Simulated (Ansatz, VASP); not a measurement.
**One calculation of C, two programs**

Contents of POSCAR:

```
C
1.0
    0.0267055883      1.7937253487      1.7937253487
    1.7937253487      0.0267055883      1.7937253487
    1.7937253487      1.7937253487      0.0267055883
C
2
Direct
    0.0000000000      0.0000000000      0.0000000000
    0.2500000000      0.2500000000      0.2500000000
```

INCAR.step1

```
SYSTEM = C
PREC     = Accurate       ! precision mode
ENCUT    = 520            ! plane-wave cutoff, eV
ISMEAR   = -1             ! smearing method
SIGMA    = 0.03           ! smearing width, eV
LREAL    = .FALSE.        ! projectors in reciprocal space
LASPH    = .TRUE.         ! aspherical terms in the spheres
NELM     = 60             ! most SCF steps
NBANDS   = 11             ! bands
GGA      = PE             ! functional
ALGO     = Normal         ! electronic algorithm
EDIFF    = 1E-4           ! SCF threshold, eV
LWAVE    = .TRUE.         ! write WAVECAR
LCHARG   = .FALSE.        ! write CHGCAR
```

Contents of INCAR.step2:

```
SYSTEM = C
PREC     = Accurate       ! precision mode
ENCUT    = 520            ! plane-wave cutoff, eV
EDIFF    = 1E-8           ! SCF threshold, eV
ISMEAR   = -1             ! smearing method
SIGMA    = 0.03           ! smearing width, eV
LREAL    = .FALSE.        ! projectors in reciprocal space
LASPH    = .TRUE.         ! aspherical terms in the spheres
NELM     = 60             ! most SCF steps
ALGO     = Normal         ! electronic algorithm
ISIF     = 2              ! what is computed and relaxed
LWAVE    = .FALSE.        ! write WAVECAR
LCHARG   = .FALSE.        ! write CHGCAR
METAGGA  = R2SCAN         ! meta-GGA
LMIXTAU  = .TRUE.       
LEFG     = .TRUE.       
NBANDS   = 11             ! bands
ISTART   = 1
```

Contents of KPOINTS:

```
regular mesh
0
G
  14 14 14
  0 0 0
```

Input for Ansatz:

```yaml
crystal:
  lattice:
    - [0.0267055883, 1.7937253487, 1.7937253487]
    - [1.7937253487, 0.0267055883, 1.7937253487]
    - [1.7937253487, 1.7937253487, 0.0267055883]
  atoms:
    - { symbol: C, position: [0.0, 0.0, 0.0] }
    - { symbol: C, position: [0.25, 0.25, 0.25] }
kpoints:
  mp_grid: { grid: [14, 14, 14] }
scf:
  occupations: { method: fermi_dirac, width: 0.03 }
hamiltonian:
  xc: r2scan
  pseudopotentials: { kind: all_electron, datasets: crystal }
output:
  forces: true
  stress: true
  eigenvalues: true
  efg: { contact_densities: true }
```

Change from the starting cell: equal xy, yz and zx shear strains of +1.5 %, crystal datasets.

Alike in both runs: task electric field gradients; functional r2SCAN; k mesh 14 × 14 × 14; occupations fermi-dirac, width 0.03 eV; no spin polarisation.

```csv
,VASP,Ansatz
version,VASP 6.6.1,Ansatz 0.2.0
potentials or method,"VASP PAW PBE potentials, release 64 (C), cutoff 520 eV","all-electron PAW with datasets made for the crystal, scalar-relativistic"
```

VASP gave:

- gap on the k mesh at the Fermi level (eV): 4.31
- pressure (GPa): 1.3
- traceless stress, the component that is largest in VASP (GPa): -8.73
- rms of the force components (eV/Å): 0.021
- size of Vzz on the site where it differs most (V/Å²): 3.4

Q: Estimate Ansatz's values.

A: gap on the k mesh at the Fermi level (eV): 4.33; pressure (GPa): 0.0; traceless stress, the component that is largest in VASP (GPa): -8.69; rms of the force components (eV/Å): 0.015; size of Vzz on the site where it differs most (V/Å²): 3.2.

VASP's potentials were made for PBE, not for r2SCAN. Atom by atom the forces differ by 0.006 eV/Å (rms over components). Ansatz ran all-electron here, and VASP with PAW potentials.
